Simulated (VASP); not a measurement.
# SnGe5 (P-3m1) in VASP: a series of runs, part 2 of 2

VASP 6.6.1. The steps go on from the part before.

**3. Single point, PBE**

This run uses another cell than the first one, of 21.13 Å³/atom.

File INCAR:

```
SYSTEM = SnGe5
PREC = Accurate
ENCUT = 520
EDIFF = 1E-6
ISMEAR = 0
SIGMA = 0.1
LREAL = .FALSE.
LASPH = .TRUE.
NELM = 100
ALGO = Normal
ISIF = 2
LWAVE = .FALSE.
LCHARG = .TRUE.
GGA = PE
LELF = .TRUE.
LVHAR = .TRUE.
NBANDS = 51
```

File KPOINTS:

```
regular mesh
0
G
  12 12 4
  0 0 0
```

File POSCAR:

```
SnGe5
1.0
    3.1530171689      0.0000000000      0.0000000000
   -1.5765085845      2.7305929668      0.0000000000
    0.0000000000      0.0000000000     14.7225232634
Sn Ge
1 5
Direct
    0.0000000000      0.0000000000      0.0000000000
    0.6666666667      0.3333333333      0.6623197030
    0.0000000000      0.0000000000      0.5000000000
    0.3333333333      0.6666666667      0.3376802970
    0.6666666667      0.3333333333      0.1865755848
    0.3333333333      0.6666666667      0.8134244152
```

Potentials or basis: VASP PAW PBE potentials, release 64 (Sn_d, Ge_d).

Command:

```
$ cat potpaw_PBE.64/Sn_d/POTCAR potpaw_PBE.64/Ge_d/POTCAR > POTCAR
$ mpirun -np 1 vasp_std > vasp.out
```

OUTCAR:

```text
SYSTEM = SnGe5
   PREC = Accurate
   ENCUT = 520
   EDIFF = 1E-6
   ISMEAR = 0
   LREAL = .FALSE.
   LASPH = .TRUE.
   NELM = 100
   ISIF = 2
   GGA = PE

 ion  position               nearest neighbor table
   1  0.000  0.000  0.000-   5 3.30   6 3.30   6 3.30   5 3.30   5 3.30   6 3.30
   2  0.667  0.333  0.662-   6 2.87   6 2.87   6 2.87
   3  0.000  0.000  0.500-
   4  0.333  0.667  0.338-   5 2.87   5 2.87   5 2.87
   5  0.667  0.333  0.187-   4 2.87   4 2.87   4 2.87   1 3.30   1 3.30   1 3.30
   6  0.333  0.667  0.813-   2 2.87   2 2.87   2 2.87   1 3.30   1 3.30   1 3.30

  LATTYP: Found a hexagonal cell.
 ALAT       =     3.1530171689
 C/A-ratio  =     4.6693444643

  Lattice vectors:

 A1 = (   3.1530171689,   0.0000000000,   0.0000000000)
 A2 = (  -1.5765085845,   2.7305929668,   0.0000000000)
 A3 = (   0.0000000000,   0.0000000000,  14.7225232634)

Analysis of symmetry for initial positions (statically):
=====================================================================
 Subroutine PRICEL returns:
 Original cell was already a primitive cell.

 Routine SETGRP: Setting up the symmetry group for a
 hexagonal supercell.

 Subroutine GETGRP returns: Found 12 space group operations
 (whereof 12 operations were pure point group operations)
 out of a pool of 24 trial point group operations.

The static configuration has the point symmetry D_3d.

Analysis of symmetry for dynamics (positions and initial velocities):
=====================================================================
 Subroutine PRICEL returns:
 Original cell was already a primitive cell.

 Routine SETGRP: Setting up the symmetry group for a
 hexagonal supercell.

 Subroutine GETGRP returns: Found 12 space group operations
 (whereof 12 operations were pure point group operations)
 out of a pool of 24 trial point group operations.

The dynamic configuration has the point symmetry D_3d.

 Subroutine INISYM returns: Found 12 space group operations
 (whereof 12 operations are pure point group operations),
 and found     1 'primitive' translations

----------------------------------------------------------------------------------------

                                     Primitive cell

  volume of cell :     126.7551

  direct lattice vectors                    reciprocal lattice vectors
     3.153017169  0.000000000  0.000000000     0.317156535  0.183110411  0.000000000
    -1.576508584  2.730592967  0.000000000     0.000000000  0.366220822  0.000000000
     0.000000000  0.000000000 14.722523263     0.000000000  0.000000000  0.067923139

  length of vectors
     3.153017169  3.153017169 14.722523263     0.366220822  0.366220822  0.067923139

  position of ions in fractional coordinates (direct lattice)
     0.000000000  0.000000000  0.000000000
     0.666666667  0.333333333  0.662319703
     0.000000000  0.000000000  0.500000000
     0.333333333  0.666666667  0.337680297
     0.666666667  0.333333333  0.186575585
     0.333333333  0.666666667  0.813424415

[... 29 lines left out ...]

 Subroutine IBZKPT returns following result:
 ===========================================

 Found     69 irreducible k-points:

 Following reciprocal coordinates:
            Coordinates               Weight
  0.000000  0.000000  0.000000      1.000000
  0.083333 -0.000000  0.000000      6.000000
  0.166667 -0.000000  0.000000      6.000000
  0.250000 -0.000000  0.000000      6.000000
  0.333333  0.000000  0.000000      6.000000
  0.416667 -0.000000  0.000000      6.000000
[... 16 lines left out ...]
  0.166667 -0.000000  0.250000      6.000000
  0.000000  0.166667  0.250000      6.000000
 [... further k-points ...]
   k-points           NKPTS =     69   k-points in BZ     NKDIM =     69   number of bands    NBANDS=     51
   number of dos      NEDOS =    301   number of ions     NIONS =      6
   total plane-waves  NPLWV =  64512
   dimension x,y,z NGX =    24 NGY =   24 NGZ =  112
   dimension x,y,z NGXF=    48 NGYF=   48 NGZF=  224
   ions per type =               1   5
   NGX,Y,Z   is equivalent  to a cutoff of  12.65, 12.65, 12.65 a.u.
   NGXF,Y,Z  is equivalent  to a cutoff of  25.31, 25.31, 25.29 a.u.
 SYSTEM =  SnGe5
   PREC   = accura    normal or accurate (medium, high low for compatibility)
   ISTART =      0    job   : 0-new  1-cont  2-samecut
   ICHARG =      2    charge: 1-file 2-atom 10-const
   ISPIN  =      1    spin polarized calculation?
   LNONCOLLINEAR =      F non collinear calculations
   LSORBIT =      F    spin-orbit coupling
   LASPH  =      T    aspherical Exc in radial PAW
   ENCUT  =  520.0 eV  38.22 Ry    6.18 a.u.   5.86  5.86 27.37*2*pi/ulx,y,z
   NELM   =    100;   NELMIN=  2; NELMDL= -5     # of ELM steps
   EDIFF  = 0.1E-05   stopping-criterion for ELM
   LREAL  =      F    real-space projection
   EDIFFG = 0.1E-04   stopping-criterion for IOM
   NSW    =      0    number of steps for IOM
   IBRION =     -1    ionic relax: 0-MD 1-quasi-New 2-CG
   NFREE  =      0    steps in history (QN), initial steepest desc. (CG)
   ISIF   =      2    stress and relaxation
   ISYM   =      2    0-nonsym 1-usesym 2-fastsym
   POTIM  = 0.5000    time-step for ionic-motion
   TEBEG  =    0.0;   TEEND  =   0.0 temperature during run
   PSTRESS=    0.0 pullay stress
   NELECT =      84.0000    total number of electrons
   NUPDOWN=      -1.0000    fix difference up-down
   EMIN   =  10.00;   EMAX   =-10.00  energy-range for DOS
   EFERMI =   0.00;   METHOD = LEGACY
   ISMEAR =     0;   SIGMA  =   0.10  broadening in eV -4-tet -1-fermi 0-gaus
   EFERMI_NEDOS =   21; number of points for ismear=-14 and -15
   IALGO  =     38    algorithm
   IMIX   =      4    mixing-type and parameters
     AMIX     =   0.40;   BMIX     =  1.00
     AMIX_MAG =   1.60;   BMIX_MAG =  1.00
  volume/ion in A,a.u.               =      21.13       142.56
  Fermi-wavevector in a.u.,A,eV,Ry     =   1.427292  2.697190 27.717266  2.037162
  Thomas-Fermi vector in A             =   2.547477
   LORBIT       =      0    0 simple, 1 ext, 2 COOP (PROOUT), +10 PAW based schemes
   GGA     = PE    functional components
   LHFCALC =     F    Hartree Fock is set to
   AEXX    =    0.0000 exact exchange contribution
   IVDW    =     0    specifies the selected vdW correction
   LEPSILON=     F    determine dielectric tensor
   LRPA    =     F    only Hartree local field effects (RPA)
 non-spin polarized calculation
 Gauss-broadening in eV      SIGMA  =   0.10
  energy-cutoff  :      520.00
  volume of cell :      126.76
 maximum number of plane-waves:      3438
   NGX = 11   NGY = 11   NGZ = 55

 number of electron      84.0000044 magnetization

 Free energy of the ion-electron system (eV)
  ---------------------------------------------------
  ext. energy  EPLUGINS =         0.00000000
  ---------------------------------------------------
  free energy    TOTEN  =       -24.60347310 eV

  energy without entropy =      -24.59220022  energy(sigma->0) =      -24.59783666

 E-fermi :   6.7354     XC(G=0): -10.8783

 val. band max:        6.7344688523   @ k =   0.4167   0.1667   0.0000
 cond. band min:       6.7398220262   @ k =  -0.0833   0.2500   0.2500
 fundamental gap:      0.0053531739
 Fermi energy:         6.7353543293

 k-point     1 :       0.0000    0.0000    0.0000
  band No.  band energies     occupation
      1     -18.1048      2.00000
      2     -18.1048      2.00000
      3     -18.0963      2.00000
      4     -18.0936      2.00000
      5     -18.0936      2.00000
      6     -18.0900      2.00000
[... 1285 lines left out ...]
     50      12.9906      0.00000
     51      13.3914      0.00000

 [... further k-points ...]

------------------------ aborting loop because EDIFF is reached ----------------------------------------

  FORCE on cell =-STRESS in cart. coord.  units (eV):
  Direction    XX          YY          ZZ          XY          YZ          ZX
  --------------------------------------------------------------------------------------
  -------------------------------------------------------------------------------------
  Total        0.0070187      0.0070187      0.0111665     -0.0000000      0.0000000     -0.0000000
  in kB        0.0887157      0.0887157      0.1411436     -0.0000000      0.0000000     -0.0000000
  external PRESSURE =       0.1061916 kB  Pullay stress =       0.0000000 kB

 VOLUME and BASIS-vectors are now :
 -----------------------------------------------------------------------------
  energy-cutoff  :      520.00
  volume of cell :      126.76
      direct lattice vectors                 reciprocal lattice vectors
     3.153017169  0.000000000  0.000000000     0.317156535  0.183110411  0.000000000
    -1.576508584  2.730592967  0.000000000     0.000000000  0.366220822  0.000000000
     0.000000000  0.000000000 14.722523263     0.000000000  0.000000000  0.067923139

 POSITION                                       TOTAL-FORCE (eV/Angst)
 -----------------------------------------------------------------------------------
      0.00000      0.00000      0.00000        -0.000000      0.000000     -0.000000
      1.57651      0.91020      9.75102        -0.000000      0.000000     -0.003395
      0.00000      0.00000      7.36126        -0.000000      0.000000     -0.000000
     -0.00000      1.82040      4.97151         0.000000     -0.000000      0.003395
      1.57651      0.91020      2.74686        -0.000000      0.000000     -0.005669
     -0.00000      1.82040     11.97566         0.000000      0.000000      0.005669
 -----------------------------------------------------------------------------------
    total drift:                               -0.000000      0.000000      0.000000

  FREE ENERGIE OF THE ION-ELECTRON SYSTEM (eV)
  ---------------------------------------------------
  free  energy   TOTEN  =       -24.6034731037 eV

  energy  without entropy=      -24.5922002157  energy(sigma->0) =      -24.59783666
```

Run time: 11 min. Hardware: 1 thread of Intel Xeon 8259CL, shared host; peak memory 0.47 GiB.

What came out:

```yaml
Free_energy: -24.6035 eV
Pressure: 0.0 GPa
Largest_force: 0.006 eV/Å
Band_gap_on_the_k_mesh: zero (bands 42 and 43 overlap by 7.36 eV)
```

Forces in eV/Å, atoms in the order of the input:
```
Sn   0.000  0.000  0.000
Ge   0.000  0.000 -0.003
Ge   0.000  0.000  0.000
Ge   0.000  0.000  0.003
Ge   0.000  0.000 -0.006
Ge   0.000  0.000  0.006
```

Caveat: spin-orbit coupling is left out, which moves the levels of the heavy elements.

The gap in the log of VASP goes by the Fermi energy; the results here count the filled bands.